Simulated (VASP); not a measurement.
# YGeF5 (F-43m) in VASP: a series of runs

YGeF5 is run at these levels: PBE; tasks: single point, relaxation of cell and atoms.

All numbers are computed with VASP 6.6.1; they aren't measurements. Logs are shortened: lines on timing, memory, paths and dates and some standing lists are left out, and cuts for length are marked.

## 1. The cell of the first run

It takes space group F-43m (No. 216, cubic). Conventional cell: a = 7.300 Å, b = 7.300 Å, c = 7.300 Å, α = 90.00°, β = 90.00°, γ = 90.00°. Within 4.0 Å of Y (site symmetry -43m) lie 16 F at 3.08 to 3.16 Å and 4 Ge at 3.16 Å. Ge (site symmetry -43m) has 4 F at 1.82 Å within 2.4 Å. Within 3.9 Å of F (site symmetry -43m) lie 12 F at 2.99 Å and 4 Y at 3.16 Å and 6 Ge at 3.65 Å. Within 2.4 Å of F (site symmetry 3m) lie 1 Ge at 1.82 Å and 3 F at 2.19 Å.

The cell was generated, and may not be a known phase.

## 2. Single point, PBE

Input file INCAR:

```
PREC = Accurate
ENCUT = 520
EDIFF = 1E-6
ISMEAR = 0
SIGMA = 0.1
LREAL = False
LASPH = True
NELM = 60
ALGO = Normal
ISIF = 2
LWAVE = False
LCHARG = False
GGA = PE
NBANDS = 39
```

Input file KPOINTS:

```
regular mesh
0
Gamma
  4 4 4
```

Input file POSCAR:

```
YGeF5
1.0
    0.0000000000      3.6500689100      3.6500689100
    3.6500689100      0.0000000000      3.6500689100
    3.6500689100      3.6500689100      0.0000000000
Y Ge F
1 1 5
Direct
    0.7500000000      0.7500000000      0.7500000000
    0.5000000000      0.5000000000      0.5000000000
    0.0000000000      0.0000000000      0.0000000000
    0.3562297300      0.3562297300      0.3562297300
    0.3562297300      0.3562297300      0.9313108100
    0.3562297300      0.9313108100      0.3562297300
    0.9313108100      0.3562297300      0.3562297300
```

Potentials or basis: VASP PAW PBE potentials, release 64 (Y_sv, Ge_d, F).

Launch:

```bash
cat potpaw_PBE.64/Y_sv/POTCAR potpaw_PBE.64/Ge_d/POTCAR potpaw_PBE.64/F/POTCAR > POTCAR
mpirun -np 1 vasp_std > vasp.out
```

OUTCAR:

```text
PREC = Accurate
   ENCUT = 520
   EDIFF = 1E-6
   ISMEAR = 0
   LREAL = False
   LASPH = True
   NELM = 60
   ISIF = 2
   GGA = PE

 ion  position               nearest neighbor table
   1  0.750  0.750  0.750-   6 3.08   7 3.08   5 3.08   4 3.08   4 3.08   4 3.08   6 3.08   6 3.08
                             7 3.08   5 3.08   5 3.08   7 3.08   2 3.16   2 3.16   2 3.16   2 3.16
   2  0.500  0.500  0.500-   4 1.82   5 1.82   6 1.82   7 1.82   1 3.16   1 3.16   1 3.16   1 3.16

   3  0.000  0.000  0.000-
   4  0.356  0.356  0.356-   2 1.82   1 3.08   1 3.08   1 3.08
   5  0.356  0.356  0.931-   2 1.82   1 3.08   1 3.08   1 3.08
   6  0.356  0.931  0.356-   2 1.82   1 3.08   1 3.08   1 3.08
   7  0.931  0.356  0.356-   2 1.82   1 3.08   1 3.08   1 3.08

  LATTYP: Found a face centered cubic cell.
 ALAT       =     7.3001378200

  Lattice vectors:

 A1 = (   0.0000000000,   3.6500689100,   3.6500689100)
 A2 = (   3.6500689100,   0.0000000000,   3.6500689100)
 A3 = (   3.6500689100,   3.6500689100,   0.0000000000)

Analysis of symmetry for initial positions (statically):
=====================================================================
 Subroutine PRICEL returns:
 Original cell was already a primitive cell.

 Routine SETGRP: Setting up the symmetry group for a
 face centered cubic supercell.

 Subroutine GETGRP returns: Found 24 space group operations
 (whereof 24 operations were pure point group operations)
 out of a pool of 48 trial point group operations.

The static configuration has the point symmetry T_d .

Analysis of symmetry for dynamics (positions and initial velocities):
=====================================================================
 Subroutine PRICEL returns:
 Original cell was already a primitive cell.

 Routine SETGRP: Setting up the symmetry group for a
 face centered cubic supercell.

 Subroutine GETGRP returns: Found 24 space group operations
 (whereof 24 operations were pure point group operations)
 out of a pool of 48 trial point group operations.

The dynamic configuration has the point symmetry T_d .

 Subroutine INISYM returns: Found 24 space group operations
 (whereof 24 operations are pure point group operations),
 and found     1 'primitive' translations

----------------------------------------------------------------------------------------

                                     Primitive cell

  volume of cell :      97.2598

  direct lattice vectors                    reciprocal lattice vectors
     0.000000000  3.650068910  3.650068910    -0.136983715  0.136983715  0.136983715
     3.650068910  0.000000000  3.650068910     0.136983715 -0.136983715  0.136983715
     3.650068910  3.650068910  0.000000000     0.136983715  0.136983715 -0.136983715

  length of vectors
     5.161976956  5.161976956  5.161976956     0.237262755  0.237262755  0.237262755

  position of ions in fractional coordinates (direct lattice)
     0.750000000  0.750000000  0.750000000
     0.500000000  0.500000000  0.500000000
     0.000000000  0.000000000  0.000000000
     0.356229730  0.356229730  0.356229730
     0.356229730  0.356229730  0.931310810
     0.356229730  0.931310810  0.356229730
     0.931310810  0.356229730  0.356229730

  ion indices of the primitive-cell ions
   primitive index   ion index
                 1           1
                 2           2
                 3           3
                 4           4
                 5           5
                 6           6
                 7           7

----------------------------------------------------------------------------------------

 KPOINTS: regular mesh

Automatic generation of k-mesh.
 Grid dimensions read from file:
 generate k-points for:    4    4    4

 Generating k-lattice:

  Cartesian coordinates                     Fractional coordinates (reciprocal lattice)
    -0.034245929  0.034245929  0.034245929     0.250000000  0.000000000  0.000000000
     0.034245929 -0.034245929  0.034245929     0.000000000  0.250000000  0.000000000
     0.034245929  0.034245929 -0.034245929     0.000000000  0.000000000  0.250000000

  Length of vectors
     0.059315689  0.059315689  0.059315689

  Shift w.r.t. Gamma in fractional coordinates (k-lattice)
     0.000000000  0.000000000  0.000000000

 Subroutine IBZKPT returns following result:
 ===========================================

 Found      8 irreducible k-points:

 Following reciprocal coordinates:
            Coordinates               Weight
  0.000000  0.000000  0.000000      1.000000
  0.250000  0.000000  0.000000      8.000000
  0.500000  0.000000  0.000000      4.000000
  0.250000  0.250000  0.000000      6.000000
  0.500000  0.250000  0.000000     24.000000
 -0.250000  0.250000  0.000000     12.000000
  0.500000  0.500000  0.000000      3.000000
 -0.250000  0.500000  0.250000      6.000000
   k-points           NKPTS =      8   k-points in BZ     NKDIM =      8   number of bands    NBANDS=     39
   number of dos      NEDOS =    301   number of ions     NIONS =      7
   total plane-waves  NPLWV =  64000
   dimension x,y,z NGX =    40 NGY =   40 NGZ =   40
   dimension x,y,z NGXF=    80 NGYF=   80 NGZF=   80
   ions per type =               1   1   5
   NGX,Y,Z   is equivalent  to a cutoff of  12.88, 12.88, 12.88 a.u.
   NGXF,Y,Z  is equivalent  to a cutoff of  25.76, 25.76, 25.76 a.u.
 SYSTEM =  unknown system
   PREC   = accura    normal or accurate (medium, high low for compatibility)
   ISTART =      0    job   : 0-new  1-cont  2-samecut
   ICHARG =      2    charge: 1-file 2-atom 10-const
   ISPIN  =      1    spin polarized calculation?
   LNONCOLLINEAR =      F non collinear calculations
   LSORBIT =      F    spin-orbit coupling
   LASPH  =      T    aspherical Exc in radial PAW
   ENCUT  =  520.0 eV  38.22 Ry    6.18 a.u.   9.60  9.60  9.60*2*pi/ulx,y,z
   NELM   =     60;   NELMIN=  2; NELMDL= -5     # of ELM steps
   EDIFF  = 0.1E-05   stopping-criterion for ELM
   LREAL  =      F    real-space projection
   EDIFFG = 0.1E-04   stopping-criterion for IOM
   NSW    =      0    number of steps for IOM
   IBRION =     -1    ionic relax: 0-MD 1-quasi-New 2-CG
   NFREE  =      0    steps in history (QN), initial steepest desc. (CG)
   ISIF   =      2    stress and relaxation
   ISYM   =      2    0-nonsym 1-usesym 2-fastsym
   POTIM  = 0.5000    time-step for ionic-motion
   TEBEG  =    0.0;   TEEND  =   0.0 temperature during run
   PSTRESS=    0.0 pullay stress
   NELECT =      60.0000    total number of electrons
   NUPDOWN=      -1.0000    fix difference up-down
   EMIN   =  10.00;   EMAX   =-10.00  energy-range for DOS
   EFERMI =   0.00;   METHOD = LEGACY
   ISMEAR =     0;   SIGMA  =   0.10  broadening in eV -4-tet -1-fermi 0-gaus
   EFERMI_NEDOS =   21; number of points for ismear=-14 and -15
   IALGO  =     38    algorithm
   IMIX   =      4    mixing-type and parameters
     AMIX     =   0.40;   BMIX     =  1.00
     AMIX_MAG =   1.60;   BMIX_MAG =  1.00
  volume/ion in A,a.u.               =      13.89        93.76
  Fermi-wavevector in a.u.,A,eV,Ry     =   1.393630  2.633579 26.425301  1.942205
  Thomas-Fermi vector in A             =   2.517258
   LORBIT       =      0    0 simple, 1 ext, 2 COOP (PROOUT), +10 PAW based schemes
   GGA     = PE    functional components
   LHFCALC =     F    Hartree Fock is set to
   AEXX    =    0.0000 exact exchange contribution
   IVDW    =     0    specifies the selected vdW correction
   LEPSILON=     F    determine dielectric tensor
   LRPA    =     F    only Hartree local field effects (RPA)
 non-spin polarized calculation
 Gauss-broadening in eV      SIGMA  =   0.10
  energy-cutoff  :      520.00
  volume of cell :       97.26
 maximum number of plane-waves:      2685
 NGX is ok and might be reduce to    40
   NGX = 19   NGY = 19   NGZ = 19

 number of electron      59.9999993 magnetization

 Free energy of the ion-electron system (eV)
  ---------------------------------------------------
  ext. energy  EPLUGINS =         0.00000000
  ---------------------------------------------------
  free energy    TOTEN  =       -31.78142742 eV

  energy without entropy =      -31.78142521  energy(sigma->0) =      -31.78142632

 E-fermi :   3.9744     XC(G=0):  -9.9325

 val. band max:        3.6832051794   @ k =  -0.2500   0.5000   0.2500
 cond. band min:       4.2654818491   @ k =   0.2500   0.2500   0.0000
 fundamental gap:      0.5822766697
 Fermi energy:         3.9743658838

 k-point     1 :       0.0000    0.0000    0.0000
  band No.  band energies     occupation
      1     -41.7826      2.00000
      2     -22.6664      2.00000
      3     -22.6664      2.00000
      4     -22.6664      2.00000
      5     -22.1363      2.00000
      6     -22.1363      2.00000
[... 31 lines left out ...]
     38       9.1700      0.00000
     39       9.1700      0.00000

 k-point     2 :       0.2500    0.0000    0.0000
  band No.  band energies     occupation
      1     -41.7824      2.00000
      2     -22.7592      2.00000
      3     -22.6619      2.00000
      4     -22.6619      2.00000
      5     -22.1365      2.00000
      6     -22.1365      2.00000
[... 31 lines left out ...]
     38       9.0193      0.00000
     39       9.0193      0.00000

 k-point     3 :       0.5000    0.0000    0.0000
  band No.  band energies     occupation
      1     -41.7822      2.00000
      2     -22.8200      2.00000
      3     -22.6573      2.00000
      4     -22.6573      2.00000
      5     -22.1367      2.00000
      6     -22.1367      2.00000
[... 31 lines left out ...]
     38       8.8978      0.00000
     39       9.5225      0.00000

 k-point     4 :       0.2500    0.2500    0.0000
  band No.  band energies     occupation
      1     -41.7824      2.00000
      2     -22.7799      2.00000
      3     -22.6600      2.00000
      4     -22.6600      2.00000
      5     -22.1374      2.00000
      6     -22.1360      2.00000
[... 31 lines left out ...]
     38       8.7652      0.00000
     39       9.1449      0.00000

 k-point     5 :       0.5000    0.2500    0.0000
  band No.  band energies     occupation
      1     -41.7822      2.00000
      2     -22.8323      2.00000
      3     -22.6554      2.00000
      4     -22.6552      2.00000
      5     -22.1376      2.00000
      6     -22.1363      2.00000
[... 31 lines left out ...]
     38       8.7322      0.00000
     39      10.3284      0.00000

 k-point     6 :      -0.2500    0.2500    0.0000
  band No.  band energies     occupation
      1     -41.7822      2.00000
      2     -22.8177      2.00000
      3     -22.6574      2.00000
      4     -22.6566      2.00000
      5     -22.1367      2.00000
      6     -22.1367      2.00000
[... 31 lines left out ...]
     38       8.9612      0.00000
     39      10.0267      0.00000

 k-point     7 :       0.5000    0.5000    0.0000
  band No.  band energies     occupation
      1     -41.7821      2.00000
      2     -22.8441      2.00000
      3     -22.6533      2.00000
      4     -22.6533      2.00000
      5     -22.1388      2.00000
      6     -22.1358      2.00000
[... 31 lines left out ...]
     38       8.5791      0.00000
     39      10.4251      0.00000

 k-point     8 :      -0.2500    0.5000    0.2500
  band No.  band energies     occupation
      1     -41.7821      2.00000
      2     -22.8451      2.00000
      3     -22.6536      2.00000
      4     -22.6534      2.00000
      5     -22.1376      2.00000
      6     -22.1365      2.00000
[... 31 lines left out ...]
     38       8.3537      0.00000
     39      11.5659      0.00000

------------------------ aborting loop because EDIFF is reached ----------------------------------------

  FORCE on cell =-STRESS in cart. coord.  units (eV):
  Direction    XX          YY          ZZ          XY          YZ          ZX
  --------------------------------------------------------------------------------------
  -------------------------------------------------------------------------------------
  Total        5.4419992      5.4419992      5.4419992      0.0000000      0.0000000      0.0000000
  in kB       89.6470222     89.6470222     89.6470222      0.0000000      0.0000000      0.0000000
  external PRESSURE =      89.6470222 kB  Pullay stress =       0.0000000 kB

 VOLUME and BASIS-vectors are now :
 -----------------------------------------------------------------------------
  energy-cutoff  :      520.00
  volume of cell :       97.26
      direct lattice vectors                 reciprocal lattice vectors
     0.000000000  3.650068910  3.650068910    -0.136983715  0.136983715  0.136983715
     3.650068910  0.000000000  3.650068910     0.136983715 -0.136983715  0.136983715
     3.650068910  3.650068910  0.000000000     0.136983715  0.136983715 -0.136983715

 POSITION                                       TOTAL-FORCE (eV/Angst)
 -----------------------------------------------------------------------------------
      5.47510      5.47510      5.47510         0.000000      0.000000      0.000000
      3.65007      3.65007      3.65007         0.000000      0.000000      0.000000
      0.00000      0.00000      0.00000         0.000000      0.000000      0.000000
      2.60053      2.60053      2.60053         0.845118      0.845118      0.845118
      4.69961      4.69961      2.60053        -0.845118     -0.845118      0.845118
      4.69961      2.60053      4.69961        -0.845118      0.845118     -0.845118
      2.60053      4.69961      4.69961         0.845118     -0.845118     -0.845118
 -----------------------------------------------------------------------------------
    total drift:                               -0.000005     -0.000005     -0.000002

  FREE ENERGIE OF THE ION-ELECTRON SYSTEM (eV)
  ---------------------------------------------------
  free  energy   TOTEN  =       -31.7814274223 eV

  energy  without entropy=      -31.7814252129  energy(sigma->0) =      -31.78142632
```

It took 59 s on 1 thread of Oxide Virtual Turin-like, shared host; peak memory 0.22 GiB.

Results:

```yaml
Free_energy: -31.7814 eV
Pressure: 9.0 GPa
Largest_force: 1.464 eV/Å
Band_gap_on_the_k_mesh: 0.58 eV (least direct gap 0.73 eV)
```

Forces in eV/Å, atoms in the order of the input:
```
Y    0.000  0.000  0.000
Ge   0.000  0.000  0.000
F    0.000  0.000  0.000
F    0.845  0.845  0.845
F   -0.845 -0.845  0.845
F   -0.845  0.845 -0.845
F    0.845 -0.845 -0.845
```

Caveat: the cell stands under pressure; semilocal functionals underestimate gaps, and a narrow one can read as zero; forces of over 1 eV/Å act on the atoms, so gaps and moduli don't describe the material at rest.

## 3. Single point, PBE

This run uses another cell than the first one, of 16.33 Å³/atom.

Input file INCAR:

```
PREC = Accurate
ENCUT = 520
EDIFF = 1E-6
ISMEAR = 0
SIGMA = 0.1
LREAL = F
LASPH = T
NELM = 100
ALGO = Normal
ISIF = 2
LWAVE = F
LCHARG = F
GGA = PE
NBANDS = 39
```

KPOINTS is that of step 2.

Input file POSCAR:

```
YGeF5
1.0
    0.0000000000      3.8522082367      3.8522082367
    3.8522082367      0.0000000000      3.8522082367
    3.8522082367      3.8522082367      0.0000000000
Y Ge F
1 1 5
Direct
    0.7500000000      0.7500000000      0.7500000000
    0.5000000000      0.5000000000      0.5000000000
    0.0000000000      0.0000000000      0.0000000000
    0.3642033876      0.3642033876      0.3642033876
    0.3642033876      0.3642033876      0.9073898371
    0.3642033876      0.9073898371      0.3642033876
    0.9073898371      0.3642033876      0.3642033876
```

Potentials or basis: VASP PAW PBE potentials, release 64 (Y_sv, Ge_d, F).

Launch:

```bash
cat potpaw_PBE.64/Y_sv/POTCAR potpaw_PBE.64/Ge_d/POTCAR potpaw_PBE.64/F/POTCAR > POTCAR
mpirun -np 1 vasp_std > vasp.out
```

Wall time 81 s (1 thread of Oxide Virtual Turin-like, shared host); peak memory 0.24 GiB.

Results (log left out):

- Free energy: -32.4323 eV
- Pressure: 0.1 GPa
- Largest force: 0.097 eV/Å
- Band gap on the k mesh: 0.59 eV (least direct gap 0.67 eV)

Forces in eV/Å, atoms in the order of the input:
```
Y    0.000  0.000  0.000
Ge   0.000  0.000  0.000
F    0.000  0.000  0.000
F   -0.056 -0.056 -0.056
F    0.056  0.056 -0.056
F    0.056 -0.056  0.056
F   -0.056  0.056  0.056
```

Levels at points of the mesh, in eV from the valence-band top:
| k point | band 26 | band 27 | band 28 | band 29 | band 30 | band 31 | band 32 | band 33 | band 34 | band 35 |
| --- | --- | --- | --- | --- | --- | --- | --- | --- | --- | --- |
| (0.00, 0.00, 0.00) | -4.72 | -2.66 | -2.66 | -2.66 | -1.31 | 0.72 | 0.72 | 0.72 | 1.36 | 1.36 |
| (0.50, 0.00, 0.00) | -4.71 | -2.74 | -2.60 | -2.60 | -0.17 | 0.81 | 0.81 | 1.19 | 1.19 | 1.27 |
| (0.50, 0.50, 0.00) | -4.83 | -2.69 | -2.61 | -2.61 | -0.04 | 0.80 | 0.80 | 0.85 | 1.33 | 1.77 |

Caveat: semilocal functionals underestimate gaps, and a narrow one can read as zero. A k mesh can miss the band edges.

## 4. Relaxation of cell and atoms, PBE

Input file INCAR:

```
SYSTEM = YGeF5
PREC = Accurate
ENCUT = 600
EDIFF = 1E-7
ISMEAR = 0
SIGMA = 0.1
LREAL = .False.
LASPH = .True.
NELM = 100
ALGO = Normal
ISIF = 3
LWAVE = .False.
LCHARG = .False.
GGA = PE
IBRION = 2
NSW = 90
EDIFFG = -0.04
```

Input file KPOINTS:

```
regular mesh
0
Gamma
  4 4 4
  0 0 0
```

Input file POSCAR:

```
YGeF5
1.0
    0.0000000000      3.6500689100      3.6500689100
    3.6500689100      0.0000000000      3.6500689100
    3.6500689100      3.6500689100      0.0000000000
Y Ge F
1 1 5
Direct
    0.7500000000      0.7500000000      0.7500000000
    0.5000000000      0.5000000000      0.5000000000
    0.0000000000      0.0000000000      0.0000000000
    0.3562297300      0.3562297300      0.3562297300
    0.3562297300      0.3562297300      0.9313108100
    0.3562297300      0.9313108100      0.3562297300
    0.9313108100      0.3562297300      0.3562297300
```

Launch:

```bash
cat potpaw_PBE.64/Y_sv/POTCAR potpaw_PBE.64/Ge_d/POTCAR potpaw_PBE.64/F/POTCAR > POTCAR
mpirun -np 1 vasp_std > vasp.out
```

Wall time 6.1 min (1 thread of Oxide Virtual Turin-like, shared host); peak memory 0.26 GiB.

It converged, with:

```yaml
Free_energy: -32.4096 eV
Relaxed_volume: 16.33 Å³/atom
Relaxed_cell: a = 5.447 Å, b = 5.447 Å, c = 5.447 Å, α = 60.00°, β = 60.00°, γ = 60.00°
Space_group_after_relaxing_to_0.1_Å: F-43m (No. 216)
Energy_gained_by_relaxing: 88.2 meV/atom
Ionic_steps: 7
Pressure_after_relaxing: 0.0 GPa
Largest_force_after_relaxing: 0.004 eV/Å
Band_gap_on_the_k_mesh: 0.59 eV (least direct gap 0.67 eV)
```

Forces in eV/Å, atoms in the order of the input:
```
Y    0.000  0.000  0.000
Ge   0.000  0.000  0.000
F    0.000  0.000  0.000
F   -0.002 -0.002 -0.002
F    0.002  0.002 -0.002
F    0.002 -0.002  0.002
F   -0.002  0.002  0.002
```

The path:
| step | energy change (eV) | largest force (eV/Å) | pressure (GPa) | volume (Å³) |
| --- | --- | --- | --- | --- |
| 1 | 0.0000 | 1.4686 | 8.88 | 97.26 |
| 2 | -0.5716 | 0.1644 | 2.26 | 108.51 |
| 3 | -0.6103 | 0.2319 | 0.05 | 115.58 |
| 4 | -0.6151 | 0.1631 | 0.47 | 113.99 |
| 5 | -0.6153 | 0.1466 | 0.57 | 113.64 |
| 6 | -0.6166 | 0.0895 | -0.39 | 114.73 |
| 7 | -0.6177 | 0.0039 | -0.02 | 114.29 |

Final structure:
```
Y Ge F
1.0
     0.00000    3.85175    3.85175
     3.85175    0.00000    3.85175
     3.85175    3.85175    0.00000
Y Ge F
1 1 5
Cartesian
  5.7776 5.7776 5.7776
  3.8518 3.8518 3.8518
  0.0000 0.0000 0.0000
  2.8030 2.8030 2.8030
  4.9005 4.9005 2.8030
  4.9005 2.8030 4.9005
  2.8030 4.9005 4.9005
```

Levels at points of the mesh, in eV from the valence-band top:
```csv
k point,band 28,band 29,band 30,band 31,band 32,band 33
"(0.00, 0.00, 0.00)",-2.64,-2.64,-1.31,0.72,0.72,0.72
"(0.50, 0.00, 0.00)",-2.58,-2.58,-0.17,0.82,0.82,1.19
"(0.50, 0.50, 0.00)",-2.60,-2.60,-0.04,0.80,0.80,0.85
```

Caveat: the volume moved by over 15 % at a fixed basis, so the end points are rough; semilocal functionals underestimate gaps, and a narrow one can read as zero. A k mesh can miss the band edges.

[end of part 1 of 2]
